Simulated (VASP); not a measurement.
# HgTe (F-43m) in VASP: a series of runs

HgTe is run at these levels: PBE; tasks: single point.

All numbers are computed with VASP 6.6.1; they aren't measurements. Logs are shortened: lines on timing, memory, paths and dates and some standing lists are left out, and cuts for length are marked.

## 1. The cell of the first run

The structure is cubic, space group F-43m (No. 216). Conventional cell: a = 6.317 Å, b = 6.317 Å, c = 6.317 Å, α = 90.00°, β = 90.00°, γ = 90.00°. Hg (site symmetry -43m) has 4 Te at 2.74 Å within 3.6 Å. Te (site symmetry -43m) has 4 Hg at 2.74 Å within 3.6 Å.

## 2. Single point, PBE (strain -0.050 along x and y, -0.050 along z)

The input, INCAR:

```
SYSTEM = HgTe
  ALGO = Normal
  EDIFF = 1E-6
  ENCUT = 520
  GGA = PE
  ISIF = 2
  ISMEAR = 0
  LASPH = .TRUE.
  LCHARG = .FALSE.
  LREAL = .FALSE.
  LWAVE = .FALSE.
  NBANDS = 16
  NELM = 60
  PREC = Accurate
  SIGMA = 0.15
```

The input, KPOINTS:

```
k-points
0
G
  16 16 16
  0 0 0
```

The input, POSCAR:

```
HgTe
1.0
    0.0000000000      3.1585581823      3.1585581823
    3.1585581823      0.0000000000      3.1585581823
    3.1585581823      3.1585581823      0.0000000000
Hg Te
1 1
Direct
    0.0000000000      0.0000000000      0.0000000000
    0.7500000000      0.7500000000      0.7500000000
```

Potentials or basis: VASP PAW PBE potentials, release 64 (Hg, Te).

Started as:

```bash
$ cat potpaw_PBE.64/Hg/POTCAR potpaw_PBE.64/Te/POTCAR > POTCAR
$ mpirun -np 1 vasp_std > vasp.out
```

OUTCAR:

```text
SYSTEM = HgTe
   EDIFF = 1E-6
   ENCUT = 520
   GGA = PE
   ISIF = 2
   ISMEAR = 0
   LASPH = .TRUE.
   LREAL = .FALSE.
   NELM = 60
   PREC = Accurate

 ion  position               nearest neighbor table
   1  0.000  0.000  0.000-   2 2.74   2 2.74   2 2.74   2 2.74
   2  0.750  0.750  0.750-   1 2.74   1 2.74   1 2.74   1 2.74

  LATTYP: Found a face centered cubic cell.
 ALAT       =     6.3171163646

  Lattice vectors:

 A1 = (   0.0000000000,   3.1585581823,   3.1585581823)
 A2 = (   3.1585581823,   0.0000000000,   3.1585581823)
 A3 = (   3.1585581823,   3.1585581823,   0.0000000000)

Analysis of symmetry for initial positions (statically):
=====================================================================
 Subroutine PRICEL returns:
 Original cell was already a primitive cell.

 Routine SETGRP: Setting up the symmetry group for a
 face centered cubic supercell.

 Subroutine GETGRP returns: Found 24 space group operations
 (whereof 24 operations were pure point group operations)
 out of a pool of 48 trial point group operations.

The static configuration has the point symmetry T_d .

Analysis of symmetry for dynamics (positions and initial velocities):
=====================================================================
 Subroutine PRICEL returns:
 Original cell was already a primitive cell.

 Routine SETGRP: Setting up the symmetry group for a
 face centered cubic supercell.

 Subroutine GETGRP returns: Found 24 space group operations
 (whereof 24 operations were pure point group operations)
 out of a pool of 48 trial point group operations.

The dynamic configuration has the point symmetry T_d .

 Subroutine INISYM returns: Found 24 space group operations
 (whereof 24 operations are pure point group operations),
 and found     1 'primitive' translations

----------------------------------------------------------------------------------------

                                     Primitive cell

  volume of cell :      63.0226

  direct lattice vectors                    reciprocal lattice vectors
     0.000000000  3.158558182  3.158558182    -0.158300076  0.158300076  0.158300076
     3.158558182  0.000000000  3.158558182     0.158300076 -0.158300076  0.158300076
     3.158558182  3.158558182  0.000000000     0.158300076  0.158300076 -0.158300076

  length of vectors
     4.466875819  4.466875819  4.466875819     0.274183774  0.274183774  0.274183774

  position of ions in fractional coordinates (direct lattice)
     0.000000000  0.000000000  0.000000000
     0.750000000  0.750000000  0.750000000

  ion indices of the primitive-cell ions
   primitive index   ion index
                 1           1
                 2           2

----------------------------------------------------------------------------------------

 KPOINTS: k-points

Automatic generation of k-mesh.
 Grid dimensions read from file:
 generate k-points for:   16   16   16

 Generating k-lattice:

  Cartesian coordinates                     Fractional coordinates (reciprocal lattice)
    -0.009893755  0.009893755  0.009893755     0.062500000  0.000000000  0.000000000
     0.009893755 -0.009893755  0.009893755     0.000000000  0.062500000  0.000000000
     0.009893755  0.009893755 -0.009893755     0.000000000  0.000000000  0.062500000

  Length of vectors
     0.017136486  0.017136486  0.017136486

  Shift w.r.t. Gamma in fractional coordinates (k-lattice)
     0.000000000  0.000000000  0.000000000

 Subroutine IBZKPT returns following result:
 ===========================================

 Found    145 irreducible k-points:

 Following reciprocal coordinates:
            Coordinates               Weight
  0.000000  0.000000  0.000000      1.000000
  0.062500  0.000000  0.000000      8.000000
  0.125000  0.000000  0.000000      8.000000
  0.187500  0.000000  0.000000      8.000000
  0.250000  0.000000  0.000000      8.000000
  0.312500  0.000000  0.000000      8.000000
[... 16 lines left out ...]
 -0.125000  0.062500  0.000000     24.000000
 -0.062500  0.062500  0.000000     12.000000
 [... further k-points ...]
   k-points           NKPTS =    145   k-points in BZ     NKDIM =    145   number of bands    NBANDS=     16
   number of dos      NEDOS =    301   number of ions     NIONS =      2
   total plane-waves  NPLWV =  46656
   dimension x,y,z NGX =    36 NGY =   36 NGZ =   36
   dimension x,y,z NGXF=    72 NGYF=   72 NGZF=   72
   ions per type =               1   1
   NGX,Y,Z   is equivalent  to a cutoff of  13.40, 13.40, 13.40 a.u.
   NGXF,Y,Z  is equivalent  to a cutoff of  26.80, 26.80, 26.80 a.u.
 SYSTEM =  HgTe
   PREC   = accura    normal or accurate (medium, high low for compatibility)
   ISTART =      0    job   : 0-new  1-cont  2-samecut
   ICHARG =      2    charge: 1-file 2-atom 10-const
   ISPIN  =      1    spin polarized calculation?
   LNONCOLLINEAR =      F non collinear calculations
   LSORBIT =      F    spin-orbit coupling
   LASPH  =      T    aspherical Exc in radial PAW
   ENCUT  =  520.0 eV  38.22 Ry    6.18 a.u.   8.31  8.31  8.31*2*pi/ulx,y,z
   NELM   =     60;   NELMIN=  2; NELMDL= -5     # of ELM steps
   EDIFF  = 0.1E-05   stopping-criterion for ELM
   LREAL  =      F    real-space projection
   EDIFFG = 0.1E-04   stopping-criterion for IOM
   NSW    =      0    number of steps for IOM
   IBRION =     -1    ionic relax: 0-MD 1-quasi-New 2-CG
   NFREE  =      0    steps in history (QN), initial steepest desc. (CG)
   ISIF   =      2    stress and relaxation
   ISYM   =      2    0-nonsym 1-usesym 2-fastsym
   POTIM  = 0.5000    time-step for ionic-motion
   TEBEG  =    0.0;   TEEND  =   0.0 temperature during run
   PSTRESS=    0.0 pullay stress
   NELECT =      18.0000    total number of electrons
   NUPDOWN=      -1.0000    fix difference up-down
   EMIN   =  10.00;   EMAX   =-10.00  energy-range for DOS
   EFERMI =   0.00;   METHOD = LEGACY
   ISMEAR =     0;   SIGMA  =   0.15  broadening in eV -4-tet -1-fermi 0-gaus
   EFERMI_NEDOS =   21; number of points for ismear=-14 and -15
   IALGO  =     38    algorithm
   IMIX   =      4    mixing-type and parameters
     AMIX     =   0.40;   BMIX     =  1.00
     AMIX_MAG =   1.60;   BMIX_MAG =  1.00
  volume/ion in A,a.u.               =      31.51       212.65
  Fermi-wavevector in a.u.,A,eV,Ry     =   1.078119  2.037350 15.814610  1.162341
  Thomas-Fermi vector in A             =   2.214049
   LORBIT       =      0    0 simple, 1 ext, 2 COOP (PROOUT), +10 PAW based schemes
   GGA     = PE    functional components
   LHFCALC =     F    Hartree Fock is set to
   AEXX    =    0.0000 exact exchange contribution
   IVDW    =     0    specifies the selected vdW correction
   LEPSILON=     F    determine dielectric tensor
   LRPA    =     F    only Hartree local field effects (RPA)
 non-spin polarized calculation
 Gauss-broadening in eV      SIGMA  =   0.15
  energy-cutoff  :      520.00
  volume of cell :       63.02
 maximum number of plane-waves:      1720
 NGX is ok and might be reduce to    36
   NGX = 17   NGY = 17   NGZ = 17

 number of electron      18.0000000 magnetization

 Free energy of the ion-electron system (eV)
  ---------------------------------------------------
  ext. energy  EPLUGINS =         0.00000000
  ---------------------------------------------------
  free energy    TOTEN  =        -3.42436660 eV

  energy without entropy =       -3.42422579  energy(sigma->0) =       -3.42429619

 E-fermi :   4.0073     XC(G=0):  -9.0632

 val. band max:        3.8645495836   @ k =   0.0000   0.0000   0.0000
 cond. band min:       4.2450061604   @ k =   0.0625   0.0000   0.0000
 fundamental gap:      0.3804565768
 Fermi energy:         4.0073282562

 k-point     1 :       0.0000    0.0000    0.0000
  band No.  band energies     occupation
      1      -8.6530      2.00000
      2      -3.9242      2.00000
      3      -3.9242      2.00000
      4      -3.9242      2.00000
      5      -3.3063      2.00000
      6      -3.3063      2.00000
[... 8 lines left out ...]
     15      13.5127      0.00000
     16      13.5127      0.00000

 k-point     2 :       0.0625    0.0000    0.0000
  band No.  band energies     occupation
      1      -8.6303      2.00000
      2      -3.9184      2.00000
      3      -3.9177      2.00000
      4      -3.9177      2.00000
      5      -3.3072      2.00000
      6      -3.3072      2.00000
[... 8 lines left out ...]
     15      13.0236      0.00000
     16      13.0236      0.00000

 k-point     3 :       0.1250    0.0000    0.0000
  band No.  band energies     occupation
      1      -8.5647      2.00000
      2      -3.8993      2.00000
      3      -3.8993      2.00000
      4      -3.8974      2.00000
      5      -3.3092      2.00000
      6      -3.3092      2.00000
[... 8 lines left out ...]
     15      12.5958      0.00000
     16      12.5958      0.00000

 k-point     4 :       0.1875    0.0000    0.0000
  band No.  band energies     occupation
      1      -8.4636      2.00000
      2      -3.8729      2.00000
      3      -3.8729      2.00000
      4      -3.8514      2.00000
      5      -3.3104      2.00000
      6      -3.3104      2.00000
[... 8 lines left out ...]
     15      12.3594      0.00000
     16      12.3594      0.00000
[... 324 lines left out ...]
 k-point    22 :      -0.1875    0.0625    0.0000
  band No.  band energies     occupation
      1      -8.4069      2.00000
      2      -3.8640      2.00000
      3      -3.8540      2.00000
      4      -3.8190      2.00000
      5      -3.3211      2.00000
      6      -3.2993      2.00000
[... 8 lines left out ...]
     15      11.9740      0.00000
     16      12.6934      0.00000

 k-point    23 :      -0.1250    0.0625    0.0000
  band No.  band energies     occupation
      1      -8.5157      2.00000
      2      -3.8911      2.00000
      3      -3.8887      2.00000
      4      -3.8708      2.00000
      5      -3.3179      2.00000
      6      -3.3025      2.00000
[... 8 lines left out ...]
     15      12.1410      0.00000
     16      12.5268      0.00000

 k-point    24 :      -0.0625    0.0625    0.0000
  band No.  band energies     occupation
      1      -8.5933      2.00000
      2      -3.9115      2.00000
      3      -3.9103      2.00000
      4      -3.9001      2.00000
      5      -3.3125      2.00000
      6      -3.3045      2.00000
[... 8 lines left out ...]
     15      12.5066      0.00000
     16      12.7848      0.00000

 [... further k-points ...]
[... 5 lines left out ...]
  --------------------------------------------------------------------------------------
  -------------------------------------------------------------------------------------
  Total        3.1355955      3.1355955      3.1355955      0.0000000     -0.0000000      0.0000000
  in kB       79.7138845     79.7138845     79.7138845      0.0000000     -0.0000000      0.0000000
  external PRESSURE =      79.7138845 kB  Pullay stress =       0.0000000 kB

 VOLUME and BASIS-vectors are now :
 -----------------------------------------------------------------------------
  energy-cutoff  :      520.00
  volume of cell :       63.02
      direct lattice vectors                 reciprocal lattice vectors
     0.000000000  3.158558182  3.158558182    -0.158300076  0.158300076  0.158300076
     3.158558182  0.000000000  3.158558182     0.158300076 -0.158300076  0.158300076
     3.158558182  3.158558182  0.000000000     0.158300076  0.158300076 -0.158300076

 POSITION                                       TOTAL-FORCE (eV/Angst)
 -----------------------------------------------------------------------------------
      0.00000      0.00000      0.00000        -0.000000     -0.000000     -0.000000
      4.73784      4.73784      4.73784         0.000000      0.000000      0.000000
 -----------------------------------------------------------------------------------
    total drift:                                0.000000      0.000000      0.000000

  FREE ENERGIE OF THE ION-ELECTRON SYSTEM (eV)
  ---------------------------------------------------
  free  energy   TOTEN  =        -3.4243665961 eV

  energy  without entropy=       -3.4242257911  energy(sigma->0) =       -3.42429619
```

It took 66 s on 1 thread of Intel Xeon 6975P-C (Granite Rapids), shared host; peak memory 0.3 GiB.

Results:

```yaml
Free_energy: -3.4244 eV
Pressure: 8.0 GPa
Band_gap_on_the_k_mesh: zero (filled and empty bands touch)
```

Caveat: the cell differs from its parent crystal (strain -0.050 along x and y, -0.050 along z); spin-orbit coupling is left out, which moves the levels of the heavy elements.

## 3. Single point, PBE (strain -0.025 along x and y, -0.025 along z)

The input, INCAR:

```
PREC = Accurate
ENCUT = 520
EDIFF = 1E-6
ISMEAR = 0
SIGMA = 0.15
LREAL = False
LASPH = True
NELM = 80
ALGO = Normal
ISIF = 2
LWAVE = False
LCHARG = True
GGA = PE
LELF = True
LVHAR = True
NBANDS = 16
```

The input, KPOINTS:

```
Automatic mesh
0
Gamma
  16 16 16
```

The input, POSCAR:

```
HgTe
1.0
    0.0000000000      3.2416781344      3.2416781344
    3.2416781344      0.0000000000      3.2416781344
    3.2416781344      3.2416781344      0.0000000000
Hg Te
1 1
Direct
    0.0000000000      0.0000000000      0.0000000000
    0.7500000000      0.7500000000      0.7500000000
```

Potentials or basis: VASP PAW PBE potentials, release 64 (Hg, Te).

Started as:

```bash
$ cat potpaw_PBE.64/Hg/POTCAR potpaw_PBE.64/Te/POTCAR > POTCAR
$ mpirun -np 1 vasp_std > vasp.out
```

It took 57 s on 1 thread of Intel Xeon 6975P-C (Granite Rapids), shared host; peak memory 0.32 GiB.

The run converged. Its results:

* Free energy: -3.5993 eV
* Pressure: 3.3 GPa
* Band gap on the k mesh: zero (filled and empty bands touch)

Levels at points of the mesh, in eV from the Fermi level:
```tsv
k point	band 5	band 6	band 7	band 8	band 9	band 10	band 11	band 12	band 13	band 14
(0.00, 0.00, 0.00)	-6.92	-6.92	-0.88	-0.14	-0.14	-0.14	4.11	4.11	4.11	6.35
(0.50, 0.00, 0.00)	-6.90	-6.62	-5.57	-1.11	-1.11	0.57	4.90	4.90	6.73	7.74
(0.50, 0.50, 0.00)	-6.86	-6.48	-5.52	-2.37	-2.37	1.77	2.38	8.05	8.69	8.69
```

Caveat: the cell differs from its parent crystal (strain -0.025 along x and y, -0.025 along z); spin-orbit coupling is left out, which moves the levels of the heavy elements.

(Continued in part 2 of 2.)
